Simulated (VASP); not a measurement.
# NaGa2: single point with PBE

NaGa2:

```
CELL_PARAMETERS angstrom
4.52536 0.00000 0.00000
-2.26268 3.91907 0.00000
0.00000 0.00000 3.58398
ATOMIC_POSITIONS crystal
Na 0.00000 0.00000 0.00000
Ga 0.33333 0.66667 0.50000
Ga 0.66667 0.33333 0.50000
```

```yaml
Program: VASP 6.6.1
Task: single point
Functional: PBE
Potentials_or_basis: VASP PAW PBE potentials, release 64 (Na_pv, Ga_d)
Cutoff: 520 eV
k_mesh: 12 × 12 × 12
Occupations: gaussian, width 0.1 eV
Spin: no spin polarisation
```

```
Pressure               : 0.1 GPa
Band gap on the k mesh : zero (an odd number of electrons rules out a gap without spin polarisation)
```

Stress tensor (GPa, compression positive):
```
0.10 0.00 0.00
0.00 0.10 0.00
0.00 0.00 0.01
```

Levels at points of the mesh, in eV from the Fermi level:
```csv
k point,band 12,band 13,band 14,band 15,band 16,band 17,band 18,band 19,band 20,band 21
"(0.00, 0.00, 0.00)",-14.67,-14.67,-9.17,-0.60,-0.15,-0.15,2.34,2.79,2.79,5.13
"(0.50, 0.00, 0.00)",-14.55,-14.53,-7.38,-6.06,-1.58,0.18,3.83,5.51,7.11,7.91
"(0.00, 0.00, 0.50)",-14.67,-14.64,-7.69,-3.56,1.02,1.02,1.08,3.69,3.99,3.99
"(0.50, 0.00, 0.50)",-14.53,-14.53,-6.07,-4.64,-1.78,-0.51,-0.40,1.82,5.10,5.17
```

Run time: 87 s on 1 thread of Intel(R) Xeon(R) 6975P-C (Granite Rapids), on a shared host, peak memory 0.31 GiB.
